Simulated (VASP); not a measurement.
# Ca (P6_3/mmc) in VASP: single point with PBEsol

Aim: the single point of Ca with PBEsol.

Program: VASP 6.6.1. These are calculated values, not measurements. Logs are shortened: lines on timing, memory, paths and dates and some standing lists are left out, and cuts for length are marked.

### 1 The cell of the first run

Symmetry: P6_3/mmc, No. 194, hexagonal system. Conventional cell: a = 3.855 Å, b = 3.855 Å, c = 12.656 Å, α = 90.00°, β = 90.00°, γ = 120.00°. Within 5.1 Å of Ca (site symmetry -3m) lie 12 Ca at 3.85 to 3.87 Å. Ca (site symmetry -6m2) has 12 Ca at 3.85 to 3.87 Å within 5.1 Å.

This isn't the form of Ca at room conditions, which is fcc.

### 2 Single point, PBEsol

INCAR reads:

```
SYSTEM = Ca
PREC = Accurate ; ENCUT = 520
EDIFF = 1E-7 ; ISMEAR = -1
SIGMA = 0.1 ; LREAL = .False.
LASPH = .True. ; NELM = 60
ALGO = Normal ; ISIF = 2
LWAVE = .False. ; LCHARG = .False.
GGA = PS ; NBANDS = 28
```

KPOINTS reads:

```
Automatic mesh
0
Gamma
  12 12 4
  0 0 0
```

POSCAR reads:

```
Ca
1.0
    3.8546254020      0.0000000000      0.0000000000
   -1.9273127010      3.3382035202      0.0000000000
    0.0000000000      0.0000000000     12.6556987747
Ca
4
Direct
    1.0000000000      0.0000000000      1.0000000000
    1.0000000000      0.0000000000      0.5000000000
    0.3333333333      0.6666666667      0.2500000000
    0.6666666667      0.3333333333      0.7500000000
```

Potentials or basis: VASP PAW PBE potentials, release 64 (Ca_sv).

On the command line:

```
$ cat potpaw_PBE.64/Ca_sv/POTCAR > POTCAR
$ mpirun -np 1 vasp_std > vasp.out
```

OUTCAR:

```text
SYSTEM = Ca
   PREC = Accurate
   ENCUT = 520
   EDIFF = 1E-7
   ISMEAR = -1
   LREAL = .False.
   LASPH = .True.
   NELM = 60
   ISIF = 2
   GGA = PS

 ion  position               nearest neighbor table
   1  0.000  0.000  0.000-
   2  0.000  0.000  0.500-
   3  0.333  0.667  0.250-
   4  0.667  0.333  0.750-

  LATTYP: Found a hexagonal cell.
 ALAT       =     3.8546254020
 C/A-ratio  =     3.2832499802

  Lattice vectors:

 A1 = (   3.8546254020,   0.0000000000,   0.0000000000)
 A2 = (  -1.9273127010,   3.3382035202,   0.0000000000)
 A3 = (   0.0000000000,   0.0000000000,  12.6556987747)

Analysis of symmetry for initial positions (statically):
=====================================================================
 Subroutine PRICEL returns:
 Original cell was already a primitive cell.

 Routine SETGRP: Setting up the symmetry group for a
 hexagonal supercell.

 Subroutine GETGRP returns: Found 24 space group operations
 (whereof 12 operations were pure point group operations)
 out of a pool of 24 trial point group operations.

The static configuration has the point symmetry D_3d.
 The point group associated with its full space group is D_6h.

Analysis of symmetry for dynamics (positions and initial velocities):
=====================================================================
 Subroutine PRICEL returns:
 Original cell was already a primitive cell.

 Routine SETGRP: Setting up the symmetry group for a
 hexagonal supercell.

 Subroutine GETGRP returns: Found 24 space group operations
 (whereof 12 operations were pure point group operations)
 out of a pool of 24 trial point group operations.

The dynamic configuration has the point symmetry D_3d.
 The point group associated with its full space group is D_6h.

 Subroutine INISYM returns: Found 24 space group operations
 (whereof 12 operations are pure point group operations),
 and found     1 'primitive' translations

----------------------------------------------------------------------------------------

                                     Primitive cell

  volume of cell :     162.8475

  direct lattice vectors                    reciprocal lattice vectors
     3.854625402  0.000000000  0.000000000     0.259428581  0.149781161  0.000000000
    -1.927312701  3.338203520  0.000000000     0.000000000  0.299562323  0.000000000
     0.000000000  0.000000000 12.655698775     0.000000000  0.000000000  0.079015787

  length of vectors
     3.854625402  3.854625402 12.655698775     0.299562323  0.299562323  0.079015787

  position of ions in fractional coordinates (direct lattice)
     0.000000000  0.000000000  0.000000000
     0.000000000  0.000000000  0.500000000
     0.333333333  0.666666667  0.250000000
     0.666666667  0.333333333  0.750000000

  ion indices of the primitive-cell ions
   primitive index   ion index
                 1           1
                 2           2
                 3           3
                 4           4

----------------------------------------------------------------------------------------

 KPOINTS: Automatic mesh

Automatic generation of k-mesh.
 Grid dimensions read from file:
 generate k-points for:   12   12    4

 Generating k-lattice:

  Cartesian coordinates                     Fractional coordinates (reciprocal lattice)
     0.021619048  0.012481763  0.000000000     0.083333333 -0.000000000  0.000000000
     0.000000000  0.024963527  0.000000000     0.000000000  0.083333333  0.000000000
     0.000000000  0.000000000  0.019753947     0.000000000  0.000000000  0.250000000

  Length of vectors
     0.024963527  0.024963527  0.019753947

  Shift w.r.t. Gamma in fractional coordinates (k-lattice)
     0.000000000  0.000000000  0.000000000

 Subroutine IBZKPT returns following result:
 ===========================================

 Found     57 irreducible k-points:

 Following reciprocal coordinates:
            Coordinates               Weight
  0.000000  0.000000  0.000000      1.000000
  0.083333  0.000000  0.000000      6.000000
  0.166667 -0.000000  0.000000      6.000000
  0.250000  0.000000  0.000000      6.000000
  0.333333  0.000000  0.000000      6.000000
  0.416667  0.000000  0.000000      6.000000
[... 16 lines left out ...]
  0.250000  0.000000  0.250000     12.000000
  0.333333  0.000000  0.250000     12.000000
 [... further k-points ...]
   k-points           NKPTS =     57   k-points in BZ     NKDIM =     57   number of bands    NBANDS=     28
   number of dos      NEDOS =    301   number of ions     NIONS =      4
   total plane-waves  NPLWV =  86400
   dimension x,y,z NGX =    30 NGY =   30 NGZ =   96
   dimension x,y,z NGXF=    60 NGYF=   60 NGZF=  192
   ions per type =               4
   NGX,Y,Z   is equivalent  to a cutoff of  12.94, 12.94, 12.61 a.u.
   NGXF,Y,Z  is equivalent  to a cutoff of  25.88, 25.88, 25.22 a.u.
 SYSTEM =  Ca
   PREC   = accura    normal or accurate (medium, high low for compatibility)
   ISTART =      0    job   : 0-new  1-cont  2-samecut
   ICHARG =      2    charge: 1-file 2-atom 10-const
   ISPIN  =      1    spin polarized calculation?
   LNONCOLLINEAR =      F non collinear calculations
   LSORBIT =      F    spin-orbit coupling
   LASPH  =      T    aspherical Exc in radial PAW
   ENCUT  =  520.0 eV  38.22 Ry    6.18 a.u.   7.17  7.17 23.53*2*pi/ulx,y,z
   NELM   =     60;   NELMIN=  2; NELMDL= -5     # of ELM steps
   EDIFF  = 0.1E-06   stopping-criterion for ELM
   LREAL  =      F    real-space projection
   EDIFFG = 0.1E-05   stopping-criterion for IOM
   NSW    =      0    number of steps for IOM
   IBRION =     -1    ionic relax: 0-MD 1-quasi-New 2-CG
   NFREE  =      0    steps in history (QN), initial steepest desc. (CG)
   ISIF   =      2    stress and relaxation
   ISYM   =      2    0-nonsym 1-usesym 2-fastsym
   POTIM  = 0.5000    time-step for ionic-motion
   TEBEG  =    0.0;   TEEND  =   0.0 temperature during run
   PSTRESS=    0.0 pullay stress
   NELECT =      40.0000    total number of electrons
   NUPDOWN=      -1.0000    fix difference up-down
   EMIN   =  10.00;   EMAX   =-10.00  energy-range for DOS
   EFERMI =   0.00;   METHOD = LEGACY
   ISMEAR =    -1;   SIGMA  =   0.10  broadening in eV -4-tet -1-fermi 0-gaus
   EFERMI_NEDOS =   21; number of points for ismear=-14 and -15
   IALGO  =     38    algorithm
   IMIX   =      4    mixing-type and parameters
     AMIX     =   0.40;   BMIX     =  1.00
     AMIX_MAG =   1.60;   BMIX_MAG =  1.00
  volume/ion in A,a.u.               =      40.71       274.74
  Fermi-wavevector in a.u.,A,eV,Ry     =   1.025261  1.937462 14.301903  1.051160
  Thomas-Fermi vector in A             =   2.159092
   LORBIT       =      0    0 simple, 1 ext, 2 COOP (PROOUT), +10 PAW based schemes
   GGA     = PS    functional components
   LHFCALC =     F    Hartree Fock is set to
   AEXX    =    0.0000 exact exchange contribution
   IVDW    =     0    specifies the selected vdW correction
   LEPSILON=     F    determine dielectric tensor
   LRPA    =     F    only Hartree local field effects (RPA)
 non-spin polarized calculation
  energy-cutoff  :      520.00
  volume of cell :      162.85
 maximum number of plane-waves:      4419
 NGX is ok and might be reduce to    30
   NGX = 15   NGY = 15   NGZ = 47

 number of electron      40.0000001 magnetization

 Free energy of the ion-electron system (eV)
  ---------------------------------------------------
  ext. energy  EPLUGINS =         0.00000000
  ---------------------------------------------------
  free energy    TOTEN  =        -8.60705830 eV

  energy without entropy =       -8.43606592  energy(sigma->0) =       -8.52156211

 E-fermi :   2.0506     XC(G=0):  -7.9237

 val. band max:        2.0493498659   @ k =   0.3333   0.1667   0.2500
 cond. band min:       2.0526109723   @ k =   0.5000   0.0000   0.0000
 fundamental gap:      0.0032611063
 Fermi energy:         2.0505544898

 k-point     1 :       0.0000    0.0000    0.0000
  band No.  band energies     occupation
      1     -39.7095      2.00000
      2     -39.7039      2.00000
      3     -39.6979      2.00000
      4     -39.6923      2.00000
      5     -20.8528      2.00000
      6     -20.7761      2.00000
[... 20 lines left out ...]
     27       4.3782      0.00000
     28       4.4379      0.00000

 k-point     2 :       0.0833    0.0000    0.0000
  band No.  band energies     occupation
      1     -39.7085      2.00000
      2     -39.7031      2.00000
      3     -39.6971      2.00000
      4     -39.6917      2.00000
      5     -20.8492      2.00000
      6     -20.7771      2.00000
[... 20 lines left out ...]
     27       4.3993      0.00000
     28       4.4421      0.00000

 k-point     3 :       0.1667   -0.0000    0.0000
  band No.  band energies     occupation
      1     -39.7058      2.00000
      2     -39.7011      2.00000
      3     -39.6951      2.00000
      4     -39.6903      2.00000
      5     -20.8391      2.00000
      6     -20.7827      2.00000
[... 20 lines left out ...]
     27       4.4307      0.00000
     28       4.5921      0.00000

 k-point     4 :       0.2500    0.0000    0.0000
  band No.  band energies     occupation
      1     -39.7020      2.00000
      2     -39.6982      2.00000
      3     -39.6923      2.00000
      4     -39.6885      2.00000
      5     -20.8249      2.00000
      6     -20.8003      2.00000
[... 578 lines left out ...]
     27       4.3917      0.00000
     28       4.5915      0.00000

 k-point    23 :       0.2500    0.0000    0.2500
  band No.  band energies     occupation
      1     -39.7016      2.00000
      2     -39.6990      2.00000
      3     -39.6915      2.00000
      4     -39.6890      2.00000
      5     -20.8232      2.00000
      6     -20.8095      2.00000
[... 20 lines left out ...]
     27       4.2520      0.00000
     28       4.3598      0.00000

 k-point    24 :       0.3333    0.0000    0.2500
  band No.  band energies     occupation
      1     -39.6977      2.00000
      2     -39.6959      2.00000
      3     -39.6890      2.00000
      4     -39.6872      2.00000
      5     -20.8304      2.00000
      6     -20.8213      2.00000
[... 20 lines left out ...]
     27       4.0029      0.00000
     28       4.1781      0.00000

 [... further k-points ...]

------------------------ aborting loop because EDIFF is reached ----------------------------------------

  FORCE on cell =-STRESS in cart. coord.  units (eV):
  Direction    XX          YY          ZZ          XY          YZ          ZX
  --------------------------------------------------------------------------------------
  -------------------------------------------------------------------------------------
  Total        0.0222231      0.0222231     -0.0138066      0.0000000     -0.0000000      0.0000000
  in kB        0.2186426      0.2186426     -0.1358368      0.0000000     -0.0000000      0.0000000
  external PRESSURE =       0.1004828 kB  Pullay stress =       0.0000000 kB

 VOLUME and BASIS-vectors are now :
 -----------------------------------------------------------------------------
  energy-cutoff  :      520.00
  volume of cell :      162.85
      direct lattice vectors                 reciprocal lattice vectors
     3.854625402  0.000000000  0.000000000     0.259428581  0.149781161  0.000000000
    -1.927312701  3.338203520  0.000000000     0.000000000  0.299562323  0.000000000
     0.000000000  0.000000000 12.655698775     0.000000000  0.000000000  0.079015787

 POSITION                                       TOTAL-FORCE (eV/Angst)
 -----------------------------------------------------------------------------------
      0.00000      0.00000      0.00000         0.000000      0.000000     -0.000000
      0.00000      0.00000      6.32785         0.000000      0.000000     -0.000000
     -0.00000      2.22547      3.16392        -0.000000     -0.000000      0.000000
      1.92731      1.11273      9.49177         0.000000      0.000000     -0.000000
 -----------------------------------------------------------------------------------
    total drift:                               -0.000000      0.000000      0.000000

  FREE ENERGIE OF THE ION-ELECTRON SYSTEM (eV)
  ---------------------------------------------------
  free  energy   TOTEN  =        -8.6070583039 eV

  energy  without entropy=       -8.4360659162  energy(sigma->0) =       -8.52156211
```

Wall time 10 min (1 thread of Intel Xeon 8259CL, shared host); peak memory 0.38 GiB.

What came out:

```yaml
Free_energy: -8.6071 eV
Pressure: 0.0 GPa
Band_gap_on_the_k_mesh: zero (bands 20 and 21 overlap by 0.41 eV)
```

Caveat: the PAW data sets were made with another functional, which shifts forces and pressure a little.
